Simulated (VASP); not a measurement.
Set up this calculation in VASP 6.6.1, as the native input.

| Quantity | Value |
| --- | --- |
| Task | relaxation of cell and atoms |
| Functional | PBE |
| Potentials or basis | VASP PAW PBE potentials, release 64 (Hg, Pd) |
| Cutoff | 600 eV |
| k mesh | 12 × 12 × 16 |
| Occupations | gaussian, width 0.1 eV |
| Spin | no spin polarisation |
| Dipole correction | no |
| Further INCAR settings | ALGO = Fast; EDIFF = 1e-07; IBRION = 2; EDIFFG = -0.01; NSW = 100; ISIF = 3 |

The structure of HgPd2 lies in POSCAR:

```
HgPd2
1.0
    4.5881092137      0.0000000000      0.0000000000
   -2.2940546068      3.9734191344      0.0000000000
    0.0000000000      0.0000000000      2.8545555291
Hg Pd
1 2
Direct
    0.0000000000      0.0000000000      0.0000000000
    0.3333333333      0.6666666667      0.5000000000
    0.6666666667      0.3333333333      0.5000000000
```

The input as run:

INCAR

```
  PREC = Accurate
  ENCUT = 600
  EDIFF = 1E-7
  ISMEAR = 0
  SIGMA = 0.1
  LREAL = False
  LASPH = True
  NELM = 80
  ALGO = Fast
  ISIF = 3
  LWAVE = False
  LCHARG = False
  GGA = PE
  IBRION = 2
  NSW = 100
  EDIFFG = -0.01
```

KPOINTS

```
Automatic mesh
0
Gamma
  12 12 16
```

Potentials or basis: VASP PAW PBE potentials, release 64 (Hg, Pd).

Run with:

```sh
$ cat potpaw_PBE.64/Hg/POTCAR potpaw_PBE.64/Pd/POTCAR > POTCAR
$ mpirun -np 1 vasp_std > vasp.out
```

Results of the run:

```
Relaxed volume                        : 17.46 Å³/atom
Relaxed cell                          : a = 4.587 Å, b = 4.587 Å, c = 2.874 Å, α = 90.00°, β = 90.00°, γ = 120.00°
Space group after relaxing (to 0.1 Å) : P6/mmm (No. 191)
Energy gained by relaxing             : 0.5 meV/atom
Ionic steps                           : 4
Pressure after relaxing               : 0.0 GPa
Band gap on the k mesh                : zero (bands 16 and 17 overlap by 2.00 eV)
```

Caveat: spin-orbit coupling is left out, which moves the levels of the heavy elements.

Wall time 4.9 min on 1 thread of Intel(R) Xeon(R) 6975P-C (Granite Rapids), on a shared host, peak memory 0.36 GiB.
